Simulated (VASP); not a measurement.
# WSe2: single point with PBE+D3(BJ)

**Measured values to compare with.**

“Time-resolved XUV ARPES with tunable 24–33 eV laser pulses at 30 meV resolution”, 2019, pmc:6684652 reports, for a bulk crystal of WSe2: band gap 1.3 eV (indirect).

WSe2:

```
W Se
1.0
     3.27904    0.00000    0.00000
    -1.63952    2.83973    0.00000
     0.00000    0.00000   12.78630
W Se
2 4
Cartesian
  0.0000 1.8932 3.1966
  1.6395 0.9466 9.5897
  0.0000 1.8932 7.9055
  1.6395 0.9466 1.5123
  0.0000 1.8932 11.2740
  1.6395 0.9466 4.8808
```

* Program: VASP 6.6.1
* Task: single point
* Functional: PBE
* Dispersion: D3(BJ)
* Potentials or basis: VASP PAW PBE potentials, release 64 (W_sv, Se)
* Cutoff: 520 eV
* k mesh: 12 × 12 × 3
* Occupations: gaussian, width 0.01 eV
* Spin: no spin polarisation

The pressure is 0.3 GPa. The largest force is 0.049 eV/Å. The band gap on the k mesh is 0.89 eV (least direct gap 1.56 eV) and the dispersion energy per atom is -0.476 eV.

Forces on the atoms (eV/Å):
```
W    0.000  0.000  0.000
W    0.000  0.000  0.000
Se   0.000  0.000 -0.049
Se   0.000  0.000 -0.049
Se   0.000  0.000  0.049
Se   0.000  0.000  0.049
```

Stress tensor (GPa, compression positive):
```
0.28 0.00 0.00
0.00 0.28 0.00
0.00 0.00 0.41
```

Levels at points of the mesh, in eV from the valence-band top:
| k point | band 23 | band 24 | band 25 | band 26 | band 27 | band 28 | band 29 | band 30 |
| --- | --- | --- | --- | --- | --- | --- | --- | --- |
| (0.00, 0.00, 0.00) | -1.46 | -1.20 | -0.96 | 0.00 | 2.63 | 2.63 | 2.68 | 2.68 |
| (0.50, 0.00, 0.00) | -1.49 | -1.38 | -1.31 | -1.06 | 2.15 | 2.20 | 2.27 | 2.68 |

Run time: 77 s on 1 thread of Intel(R) Xeon(R) 6975P-C (Granite Rapids) (shared host), peak memory 0.3 GiB.

A measured gap of WSe2 is 1.3 eV (indirect; “Time-resolved XUV ARPES with tunable 24–33 eV laser pulses at 30 meV resolution”, 2019, pmc:6684652); the calculated 0.89 eV misses it by -0.41 eV. Spin-orbit coupling on Se, W is left out. The value is that of PBE+D3(BJ) on a finite k mesh, which can miss the band edges, without temperature or zero-point motion. Semilocal functionals fall short of measured gaps as a rule.

Caveat: spin-orbit coupling is left out, which moves the levels of the heavy elements.
